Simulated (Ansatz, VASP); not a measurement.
# KTaO3: VASP beside Ansatz

POSCAR

```
KTaO3
1.0
    4.0407836503      0.0000000000      0.0000000000
    0.0000000000      4.0407836503      0.0000000000
    0.0000000000      0.0000000000      4.0407836503
Ta K O
1 1 3
Direct
    0.0000000000      0.0000000000      0.0000000000
    0.5000000000      0.5000000000      0.5000000000
    0.0000000000      0.0000000000      0.5000000000
    0.0000000000      0.5000000000      0.0000000000
    0.5000000000      0.0000000000      0.0000000000
```

The input INCAR.step1:

```
PREC = Accurate ; ENCUT = 520
ISMEAR = -1 ; SIGMA = 0.05
LREAL = False ; LASPH = True
NELM = 60 ; NBANDS = 27
GGA = PE ; ALGO = Normal
EDIFF = 1E-4 ; LWAVE = True
LCHARG = False
```

INCAR.step2

```
PREC = Accurate ; ENCUT = 520
EDIFF = 1E-6 ; ISMEAR = -1
SIGMA = 0.05 ; LREAL = False
LASPH = True ; NELM = 60
ALGO = Normal ; ISIF = 2
LWAVE = False ; LCHARG = False
METAGGA = R2SCAN ; LMIXTAU = True
NBANDS = 27 ; ISTART = 1
```

KPOINTS

```
regular mesh
0
Gamma
  7 7 7
```

input.yaml

```yaml
crystal:
  lattice:
    - [4.0407836503, 0.0, 0.0]
    - [0.0, 4.0407836503, 0.0]
    - [0.0, 0.0, 4.0407836503]
  atoms:
    - { symbol: Ta, position: [0.0, 0.0, 0.0] }
    - { symbol: K, position: [0.5, 0.5, 0.5] }
    - { symbol: O, position: [0.0, 0.0, 0.5] }
    - { symbol: O, position: [0.0, 0.5, 0.0] }
    - { symbol: O, position: [0.5, 0.0, 0.0] }
hamiltonian:
  xc: r2scan
  pseudopotentials: { kind: paw }
kpoints:
  mp_grid: { grid: [7, 7, 7] }
scf:
  occupations: { method: fermi_dirac, width: 0.05 }
output:
  forces: true
  stress: true
  eigenvalues: true
```

Alike in both runs: task single point; functional r2SCAN; k mesh 7 × 7 × 7; occupations fermi-dirac, width 0.05 eV; no spin polarisation.

|  | VASP | Ansatz |
| --- | --- | --- |
| version | VASP 6.6.1 | Ansatz 0.2.0 |
| potentials or method | VASP PAW PBE potentials, release 64 (Ta_pv, K_sv, O) | Ansatz PAW |
| plane-wave cutoff (eV) | 520 | 500 |
| valence electrons in the cell | 38 | 40 |

```tsv
	VASP	Ansatz	Ansatz less VASP
gap on the k mesh at the Fermi level (eV)	2.55	2.58	+0.028
least direct gap on the mesh (eV)	3.16	3.18	+0.017
pressure (GPa)	-6.5	-7.3	-0.76
```

VASP's potentials were made for PBE, not for r2SCAN. VASP's potentials hold 38 valence electrons a cell and Ansatz's 40, so a difference there can come from the potentials and not from the codes.

Spin-orbit coupling is off throughout. Noted on Ansatz's run: odd divisions of the mesh miss points on the zone boundary, where band edges often lie, so the gap on the mesh can be too wide.
